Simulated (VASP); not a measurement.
# Hf (P6_3/mmc) in VASP: notebook

Hf is run at these levels: LDA; tasks: relaxation of shape and atoms at fixed volume.

All numbers are computed with VASP 6.6.1; they aren't measurements. Logs are shortened: lines on timing, memory, paths and dates and some standing lists are left out, and cuts for length are marked.

## (1) The cell of the first run

It takes space group P6_3/mmc (No. 194, hexagonal). Conventional cell: a = 2.555 Å, b = 2.555 Å, c = 4.052 Å, α = 90.00°, β = 90.00°, γ = 120.00°. Hf (site symmetry -6m2) has 12 Hf at 2.51 to 2.56 Å within 3.3 Å.

## (2) Relaxation of shape and atoms at fixed volume, LDA

Contents of INCAR:

```
SYSTEM = Hf
PREC = Accurate ; ENCUT = 600
EDIFF = 1E-7 ; ISMEAR = -1
SIGMA = 0.08 ; LREAL = .FALSE.
LASPH = .TRUE. ; NELM = 100
ALGO = Normal ; ISIF = 4
LWAVE = .FALSE. ; LCHARG = .FALSE.
GGA = CA ; IBRION = 2
NSW = 50 ; EDIFFG = -0.005
```

Contents of KPOINTS:

```
regular mesh
0
G
  15 15 8
  0 0 0
```

Contents of POSCAR:

```
Hf
1.0
    2.5551000208      0.0000000000      0.0000000000
   -1.2775500104      2.2127815273      0.0000000000
    0.0000000000      0.0000000000      4.0524616078
Hf
2
Direct
    0.3333333333      0.6666666667      0.2500000000
    0.6666666667      0.3333333333      0.7500000000
```

Potentials or basis: VASP PAW LDA potentials, release 64 (Hf_pv).

On the command line:

```bash
> cat potpaw_LDA.64/Hf_pv/POTCAR > POTCAR
> mpirun -np 1 vasp_std > vasp.out
```

OUTCAR:

```text
SYSTEM = Hf
   PREC = Accurate
   ENCUT = 600
   EDIFF = 1E-7
   ISMEAR = -1
   LREAL = .FALSE.
   LASPH = .TRUE.
   NELM = 100
   ISIF = 4
   GGA = CA
   IBRION = 2
   NSW = 50
   EDIFFG = -0.005

 ion  position               nearest neighbor table
   1  0.333  0.667  0.250-   2 2.51   2 2.51   2 2.51   2 2.51   2 2.51   2 2.51   2 3.58   2 3.58
                             2 3.58   2 3.58   2 3.58   2 3.58
   2  0.667  0.333  0.750-   1 2.51   1 2.51   1 2.51   1 2.51   1 2.51   1 2.51   1 3.58   1 3.58
                             1 3.58   1 3.58   1 3.58   1 3.58

  LATTYP: Found a hexagonal cell.
 ALAT       =     2.5551000208
 C/A-ratio  =     1.5860285605

  Lattice vectors:

 A1 = (   2.5551000208,   0.0000000000,   0.0000000000)
 A2 = (  -1.2775500104,   2.2127815273,   0.0000000000)
 A3 = (   0.0000000000,   0.0000000000,   4.0524616078)

Analysis of symmetry for initial positions (statically):
=====================================================================
 Subroutine PRICEL returns:
 Original cell was already a primitive cell.

 Routine SETGRP: Setting up the symmetry group for a
 hexagonal supercell.

 Subroutine GETGRP returns: Found 24 space group operations
 (whereof 12 operations were pure point group operations)
 out of a pool of 24 trial point group operations.

The static configuration has the point symmetry D_3d.
 The point group associated with its full space group is D_6h.

Analysis of symmetry for dynamics (positions and initial velocities):
=====================================================================
 Subroutine PRICEL returns:
 Original cell was already a primitive cell.

 Routine SETGRP: Setting up the symmetry group for a
 hexagonal supercell.

 Subroutine GETGRP returns: Found 24 space group operations
 (whereof 12 operations were pure point group operations)
 out of a pool of 24 trial point group operations.

The dynamic configuration has the point symmetry D_3d.
 The point group associated with its full space group is D_6h.

 Subroutine INISYM returns: Found 24 space group operations
 (whereof 12 operations are pure point group operations),
 and found     1 'primitive' translations

----------------------------------------------------------------------------------------

                                     Primitive cell

  volume of cell :      22.9121

  direct lattice vectors                    reciprocal lattice vectors
     2.555100021  0.000000000  0.000000000     0.391374111  0.225959949  0.000000000
    -1.277550010  2.212781527  0.000000000     0.000000000  0.451919897  0.000000000
     0.000000000  0.000000000  4.052461608     0.000000000  0.000000000  0.246763596
[... 108 lines left out ...]
   LORBIT       =      0    0 simple, 1 ext, 2 COOP (PROOUT), +10 PAW based schemes
   GGA     = CA    functional components
   LHFCALC =     F    Hartree Fock is set to
   AEXX    =    0.0000 exact exchange contribution
   IVDW    =     0    specifies the selected vdW correction
   LEPSILON=     F    determine dielectric tensor
   LRPA    =     F    only Hartree local field effects (RPA)
 conjugate gradient relaxation of ions
 non-spin polarized calculation
  energy-cutoff  :      600.00
  volume of cell :       22.91
 maximum number of plane-waves:       780
   NGX = 11   NGY = 11   NGZ = 17

--------------------------------------- Ionic step        1  -------------------------------------------

 number of electron      19.9999999 magnetization

 Free energy of the ion-electron system (eV)
  ---------------------------------------------------
  ext. energy  EPLUGINS =         0.00000000
  ---------------------------------------------------
  free energy    TOTEN  =       -13.93452402 eV

  energy without entropy =      -13.90641211  energy(sigma->0) =      -13.92046806

------------------------ aborting loop because EDIFF is reached ----------------------------------------

  FORCE on cell =-STRESS in cart. coord.  units (eV):
  Direction    XX          YY          ZZ          XY          YZ          ZX
  --------------------------------------------------------------------------------------
  -------------------------------------------------------------------------------------
  Total       27.3421102     27.3421102     31.7050073      0.0000000      0.0000000      0.0000000
  in kB     1911.9532124   1911.9532125   2217.0377493      0.0000000      0.0000000      0.0000000
  external PRESSURE =    2013.6480581 kB  Pullay stress =       0.0000000 kB
[... 59 lines left out ...]
--------------------------------------- Ionic step        3  -------------------------------------------

 number of electron      20.0000004 magnetization

 Free energy of the ion-electron system (eV)
  ---------------------------------------------------
  ext. energy  EPLUGINS =         0.00000000
  ---------------------------------------------------
  free energy    TOTEN  =       -14.10650374 eV

  energy without entropy =      -14.08496755  energy(sigma->0) =      -14.09573564

 E-fermi :  10.5390     XC(G=0): -14.8904

 val. band max:       10.5387309745   @ k =   0.2000   0.0000   0.1250
 cond. band min:      10.5452241202   @ k =   0.1333   0.0667   0.1250
 fundamental gap:      0.0064931457
 Fermi energy:        10.5389712505

 k-point     1 :       0.0000    0.0000    0.0000
  band No.  band energies     occupation
      1     -22.2186      2.00000
      2     -17.1854      2.00000
      3     -17.0696      2.00000
      4     -17.0696      2.00000
      5     -16.5821      2.00000
      6     -16.5821      2.00000
      7       2.5285      2.00000
      8       4.8601      2.00000
      9      10.1405      1.98635
     10      11.8495      0.00000
     11      11.8495      0.00000
     12      13.1819      0.00000
     13      13.1819      0.00000
     14      16.2544      0.00000
[... 377 lines left out ...]
      1     -21.8093      2.00000
      2     -21.0965      2.00000
      3     -19.7342      2.00000
      4     -19.3878      2.00000
      5     -18.8581      2.00000
      6     -18.3836      2.00000
      7       5.0018      2.00000
      8       7.3653      2.00000
      9       8.5657      2.00000
     10      10.5892      0.69621
     11      11.3437      0.00009
     12      12.4171      0.00000
     13      14.0307      0.00000
     14      19.5474      0.00000

 [... further k-points ...]

------------------------ aborting loop because EDIFF is reached ----------------------------------------

  FORCE on cell =-STRESS in cart. coord.  units (eV):
  Direction    XX          YY          ZZ          XY          YZ          ZX
  --------------------------------------------------------------------------------------
  -------------------------------------------------------------------------------------
  Total       28.3410619     28.3410620     28.3448492      0.0000000     -0.0000000      0.0000000
  in kB     1981.8069629   1981.8069632   1982.0717912      0.0000000     -0.0000000      0.0000000
  external PRESSURE =    1981.8952391 kB  Pullay stress =       0.0000000 kB
[... 17 lines left out ...]
  FREE ENERGIE OF THE ION-ELECTRON SYSTEM (eV)
  ---------------------------------------------------
  free  energy   TOTEN  =       -14.1065037355 eV

  energy  without entropy=      -14.0849675497  energy(sigma->0) =      -14.09573564

 reached required accuracy - stopping structural energy minimisation
```

OSZICAR:

```text
N       E                     dE             d eps       ncg     rms          rms(c)
DAV:   1     0.680530363185E+02    0.68053E+02   -0.13272E+04  3788   0.166E+03
DAV:   2    -0.127665760076E+02   -0.80820E+02   -0.79173E+02  4782   0.322E+02
DAV:   3    -0.144568076039E+02   -0.16902E+01   -0.16636E+01  4722   0.325E+01
[... 21 lines left out ...]
DAV:   2    -0.141067628617E+02    0.79682E-03   -0.10428E-03  4464   0.271E-01    0.169E-01
DAV:   3    -0.141065330280E+02    0.22983E-03   -0.29952E-04  4668   0.127E-01    0.127E-01
DAV:   4    -0.141065049457E+02    0.28082E-04   -0.53154E-05  4690   0.569E-02    0.490E-02
DAV:   5    -0.141065037403E+02    0.12054E-05   -0.36608E-06  4696   0.149E-02    0.265E-03
DAV:   6    -0.141065037355E+02    0.47821E-08   -0.50561E-08  2136   0.201E-03
   3 F= -.14106504E+02 E0= -.14095736E+02  d E =-.171980E+00
```

Wall time 75 s (1 thread of Intel Xeon Platinum 8259CL at 2.50GHz (Skylake/Cascade Lake), shared host); peak memory 0.16 GiB.

What came out:

```
Free energy               : -14.1065 eV
Energy gained by relaxing : 86.0 meV/atom
Ionic steps               : 3
Pressure after relaxing   : 198.2 GPa
Band gap on the k mesh    : zero (bands 10 and 11 overlap by 1.81 eV)
```

Step by step:
```
step  energy change (eV)  largest force (eV/Å)  pressure (GPa)  volume (Å³)
   1              0.0000                0.0000          201.36        22.91
   2             -0.1717                0.0000          198.13        22.91
   3             -0.1720                0.0000          198.19        22.91
```

Final structure:
```xyz
2
Lattice="2.4713 0.0000 0.0000 -1.2356 2.1402 0.0000 0.0000 0.0000 4.3320" Properties=species:S:1:pos:R:3 pbc="T T T"
Hf    0.0000    1.4268    1.0830
Hf    1.2356    0.7134    3.2490
```

Caveat: spin-orbit coupling is left out, which moves the levels of the heavy elements.

## (3) Relaxation of shape and atoms at fixed volume, LDA

This run uses another cell than the first one, of 13.33 Å³/atom.

Contents of INCAR:

```
SYSTEM = Hf
ALGO = Normal ; EDIFF = 1E-6
EDIFFG = -0.005 ; ENCUT = 600
IBRION = 2 ; ISIF = 4
ISMEAR = -1 ; LASPH = .TRUE.
LCHARG = .FALSE. ; LREAL = .FALSE.
LWAVE = .FALSE. ; NELM = 80
NSW = 50 ; PREC = Accurate
SIGMA = 0.08
```

Contents of KPOINTS:

```
k-points
0
G
  15 15 8
  0 0 0
```

Contents of POSCAR:

```
Hf
1.0
    2.6874908874      0.0000000000      0.0000000000
   -1.3437454437      2.3274353809      0.0000000000
    0.0000000000      0.0000000000      4.2624373032
Hf
2
Direct
    0.3333333333      0.6666666667      0.2500000000
    0.6666666667      0.3333333333      0.7500000000
```

Potentials or basis: VASP PAW LDA potentials, release 64 (Hf_pv).

On the command line:

```bash
> cat potpaw_LDA.64/Hf_pv/POTCAR > POTCAR
> mpirun -np 1 vasp_std > vasp.out
```

OUTCAR:

```text
SYSTEM = Hf
   EDIFF = 1E-6
   EDIFFG = -0.005
   ENCUT = 600
   IBRION = 2
   ISIF = 4
   ISMEAR = -1
   LASPH = .TRUE.
   LREAL = .FALSE.
   NELM = 80
   NSW = 50
   PREC = Accurate

 ion  position               nearest neighbor table
   1  0.333  0.667  0.250-   2 2.64   2 2.64   2 2.64   2 2.64   2 2.64   2 2.64   2 3.76   2 3.76
                             2 3.76   2 3.76   2 3.76   2 3.76
   2  0.667  0.333  0.750-   1 2.64   1 2.64   1 2.64   1 2.64   1 2.64   1 2.64   1 3.76   1 3.76
                             1 3.76   1 3.76   1 3.76   1 3.76

  LATTYP: Found a hexagonal cell.
 ALAT       =     2.6874908874
 C/A-ratio  =     1.5860285604

  Lattice vectors:

 A1 = (   2.6874908874,   0.0000000000,   0.0000000000)
 A2 = (  -1.3437454437,   2.3274353809,   0.0000000000)
[... 272 lines left out ...]
      3     -19.2342      2.00000
      4     -19.1719      2.00000
      5     -18.8662      2.00000
      6     -18.8662      2.00000
      7       0.7527      2.00000
      8       3.6657      2.00000
      9       9.2389      0.11901
     10      10.3553      0.00000
     11      10.3553      0.00000
     12      11.5438      0.00000
     13      11.5438      0.00000
     14      12.6235      0.00000
[... 377 lines left out ...]
      1     -22.3567      2.00000
      2     -21.8348      2.00000
      3     -20.9522      2.00000
      4     -20.7665      2.00000
      5     -20.3165      2.00000
      6     -20.0600      2.00000
      7       4.5014      2.00000
      8       6.0736      2.00000
      9       6.7417      2.00000
     10       9.2319      0.12927
     11       9.7840      0.00014
     12       9.7901      0.00013
     13      11.9834      0.00000
     14      16.7956      0.00000

 [... further k-points ...]

------------------------ aborting loop because EDIFF is reached ----------------------------------------

  FORCE on cell =-STRESS in cart. coord.  units (eV):
  Direction    XX          YY          ZZ          XY          YZ          ZX
  --------------------------------------------------------------------------------------
  -------------------------------------------------------------------------------------
  Total       18.5810074     18.5810074     18.5816002      0.0000000     -0.0000000      0.0000000
  in kB     1116.5989144   1116.5989144   1116.6345392      0.0000000     -0.0000000      0.0000000
  external PRESSURE =    1116.6107893 kB  Pullay stress =       0.0000000 kB
[... 17 lines left out ...]
  FREE ENERGIE OF THE ION-ELECTRON SYSTEM (eV)
  ---------------------------------------------------
  free  energy   TOTEN  =       -17.6292281044 eV

  energy  without entropy=      -17.6039319797  energy(sigma->0) =      -17.61658004

 reached required accuracy - stopping structural energy minimisation
```

OSZICAR:

```text
N       E                     dE             d eps       ncg     rms          rms(c)
DAV:   1     0.610442790719E+02    0.61044E+02   -0.13301E+04  3788   0.163E+03
DAV:   2    -0.163095070013E+02   -0.77354E+02   -0.75700E+02  4746   0.312E+02
DAV:   3    -0.180161095137E+02   -0.17066E+01   -0.16705E+01  4746   0.314E+01
[... 19 lines left out ...]
       N       E                     dE             d eps       ncg     rms          rms(c)
DAV:   1    -0.176292544443E+02   -0.29258E-04   -0.15436E-03  3846   0.327E-01    0.313E-02
DAV:   2    -0.176292345388E+02    0.19906E-04   -0.27233E-05  4542   0.425E-02    0.284E-02
DAV:   3    -0.176292289751E+02    0.55637E-05   -0.67911E-06  4650   0.187E-02    0.216E-02
DAV:   4    -0.176292281044E+02    0.87075E-06   -0.15289E-06  2130   0.965E-03
   3 F= -.17629228E+02 E0= -.17616580E+02  d E =-.875276E-01
```

It took 94 s on 1 thread of Intel Xeon Platinum 8259CL at 2.50GHz (Skylake/Cascade Lake), shared host; peak memory 0.18 GiB.

What came out:

| Property | Result |
| --- | --- |
| Free energy | -17.6292 eV |
| Energy gained by relaxing | 43.8 meV/atom |
| Ionic steps | 3 |
| Pressure after relaxing | 111.7 GPa |
| Band gap on the k mesh | zero (bands 10 and 11 overlap by 1.80 eV) |

The path:
```
step  energy change (eV)  largest force (eV/Å)  pressure (GPa)  volume (Å³)
   1              0.0000                0.0000          115.18        26.66
   2             -0.0875                0.0000          111.68        26.66
   3             -0.0875                0.0000          111.66        26.66
```

Final structure:
```xyz
2
Lattice="2.6161 0.0000 0.0000 -1.3080 2.2656 0.0000 0.0000 0.0000 4.4984" Properties=species:S:1:pos:R:3 pbc="T T T"
Hf    0.0000    1.5104    1.1246
Hf    1.3080    0.7552    3.3738
```

Levels at points of the mesh, in eV from the Fermi level:
```tsv
k point	band 8	band 9	band 10	band 11	band 12	band 13
(0.00, 0.00, 0.00)	-5.35	0.22	1.34	1.34	2.53	2.53
(0.00, 0.00, 0.50)	-5.56	-0.18	-0.18	1.37	1.37	1.37
```

Caveat: spin-orbit coupling is left out, which moves the levels of the heavy elements.

## (4) Relaxation of shape and atoms at fixed volume, LDA

This run uses another cell than the first one, of 15.00 Å³/atom.

Contents of INCAR:

```
SYSTEM = Hf
PREC = Accurate ; ENCUT = 600
EDIFF = 1E-6 ; ISMEAR = -1
SIGMA = 0.08 ; LREAL = .FALSE.
LASPH = .TRUE. ; NELM = 100
ALGO = Normal ; ISIF = 4
LWAVE = .FALSE. ; LCHARG = .FALSE.
IBRION = 2 ; NSW = 50
EDIFFG = -0.005
```

Contents of KPOINTS:

```
regular mesh
0
G
  15 15 8
  0 0 0
```

Contents of POSCAR:

```
Hf
1.0
    2.7951031597      0.0000000000      0.0000000000
   -1.3975515798      2.4206303425      0.0000000000
    0.0000000000      0.0000000000      4.4331134406
Hf
2
Direct
    0.3333333333      0.6666666667      0.2500000000
    0.6666666667      0.3333333333      0.7500000000
```

On the command line:

```bash
> cat potpaw_LDA.64/Hf_pv/POTCAR > POTCAR
> mpirun -np 1 vasp_std > vasp.out
```

It took 94 s on 1 thread of Intel Xeon Platinum 8259CL at 2.50GHz (Skylake/Cascade Lake), shared host; peak memory 0.18 GiB.

Results (log left out):

| Item | Value |
| --- | --- |
| Free energy | -19.4578 eV |
| Energy gained by relaxing | 16.8 meV/atom |
| Ionic steps | 3 |
| Pressure after relaxing | 67.5 GPa |
| Band gap on the k mesh | zero (bands 10 and 11 overlap by 1.85 eV) |

Step by step:
| step | energy change (eV) | largest force (eV/Å) | pressure (GPa) | volume (Å³) |
| --- | --- | --- | --- | --- |
| 1 | 0.0000 | 0.0000 | 69.03 | 29.99 |
| 2 | -0.0333 | 0.0000 | 67.63 | 29.99 |
| 3 | -0.0335 | 0.0000 | 67.52 | 29.99 |

Final structure:
```
Hf
1.0
     2.74773    0.00000    0.00000
    -1.37386    2.37960    0.00000
     0.00000    0.00000    4.58730
Hf
2
Direct
  0.33333 0.66667 0.25000
  0.66667 0.33333 0.75000
```

Levels at points of the mesh, in eV from the Fermi level:
```csv
k point,band 6,band 7,band 8,band 9,band 10,band 11,band 12,band 13,band 14
"(0.00, 0.00, 0.00)",-28.48,-8.29,-5.08,0.76,1.24,1.24,2.38,2.38,2.70
"(0.00, 0.00, 0.50)",-28.64,-5.70,-5.70,-0.15,-0.15,1.21,1.21,1.21,1.21
```

Caveat: spin-orbit coupling is left out, which moves the levels of the heavy elements.

## (5) Relaxation of shape and atoms at fixed volume, LDA

This run uses another cell than the first one, of 16.66 Å³/atom.

Contents of INCAR:

```
  PREC = Accurate
  ENCUT = 600
  EDIFF = 1E-6
  ISMEAR = -1
  SIGMA = 0.08
  LREAL = False
  LASPH = True
  NELM = 60
  ALGO = Normal
  ISIF = 4
  LWAVE = False
  LCHARG = False
  IBRION = 2
  NSW = 50
  EDIFFG = -0.005
```

Contents of KPOINTS:

```
Automatic mesh
0
Gamma
  15 15 8
```

Contents of POSCAR:

```
Hf
1.0
    2.8950117984      0.0000000000      0.0000000000
   -1.4475058992      2.5071537617      0.0000000000
    0.0000000000      0.0000000000      4.5915713950
Hf
2
Direct
    0.3333333333      0.6666666667      0.2500000000
    0.6666666667      0.3333333333      0.7500000000
```

On the command line:

```bash
> cat potpaw_LDA.64/Hf_pv/POTCAR > POTCAR
> mpirun -np 1 vasp_std > vasp.out
```

It took 100 s on 1 thread of Intel Xeon Platinum 8259CL at 2.50GHz (Skylake/Cascade Lake), shared host; peak memory 0.19 GiB.

The run converged. Its results:

| Quantity | Value |
| --- | --- |
| Free energy | -20.5412 eV |
| Energy gained by relaxing | 4.9 meV/atom |
| Ionic steps | 3 |
| Pressure after relaxing | 38.7 GPa |
| Band gap on the k mesh | zero (bands 10 and 11 overlap by 1.80 eV) |

Step by step:
| step | energy change (eV) | largest force (eV/Å) | pressure (GPa) | volume (Å³) |
| --- | --- | --- | --- | --- |
| 1 | 0.0000 | 0.0000 | 39.40 | 33.33 |
| 2 | -0.0096 | 0.0000 | 38.80 | 33.33 |
| 3 | -0.0099 | 0.0000 | 38.69 | 33.33 |

Final structure:
```cif
data_structure
_symmetry_space_group_name_H-M 'P 1'
_symmetry_Int_Tables_number 1
_cell_length_a 2.8669
_cell_length_b 2.8669
_cell_length_c 4.6819
_cell_angle_alpha 90.000
_cell_angle_beta 90.000
_cell_angle_gamma 120.000
_cell_volume 33.33
loop_
_atom_site_label
_atom_site_type_symbol
_atom_site_fract_x
_atom_site_fract_y
_atom_site_fract_z
_atom_site_occupancy
Hf1 Hf 0.33333 0.66667 0.25000 1
Hf2 Hf 0.66667 0.33333 0.75000 1
```

Levels at points of the mesh, in eV from the Fermi level:
```tsv
k point	band 6	band 7	band 8	band 9	band 10	band 11	band 12	band 13	band 14
(0.00, 0.00, 0.00)	-28.95	-8.16	-4.75	1.09	1.18	1.18	2.05	2.26	2.26
(0.00, 0.00, 0.50)	-29.08	-5.71	-5.71	-0.08	-0.08	1.11	1.11	1.11	1.11
```

Caveat: spin-orbit coupling is left out, which moves the levels of the heavy elements.

## (6) Summary

```tsv
cell	gap on the mesh (eV)	pressure (GPa)
relaxed from a = 2.555, b = 2.555, c = 4.052 Å, angles 90.0, 90.0, 120.0°, 2 atoms	none	198.2
relaxed from a = 2.687, b = 2.687, c = 4.262 Å, angles 90.0, 90.0, 120.0°, 2 atoms	none	111.7
relaxed from a = 2.795, b = 2.795, c = 4.433 Å, angles 90.0, 90.0, 120.0°, 2 atoms	none	67.5
relaxed from a = 2.895, b = 2.895, c = 4.592 Å, angles 90.0, 90.0, 120.0°, 2 atoms	none	38.7
```

Alike in all rows: task relaxation of shape and atoms at fixed volume; level LDA; potentials or basis VASP PAW LDA potentials, release 64 (Hf_pv); no spin polarisation; k mesh 15 × 15 × 8; cutoff (eV) 600; smearing fermi-dirac 0.08 eV.

Caveats: spin-orbit coupling is left out, which moves the levels of the heavy elements.

Absolute energies hang on the potentials; compare differences alone.
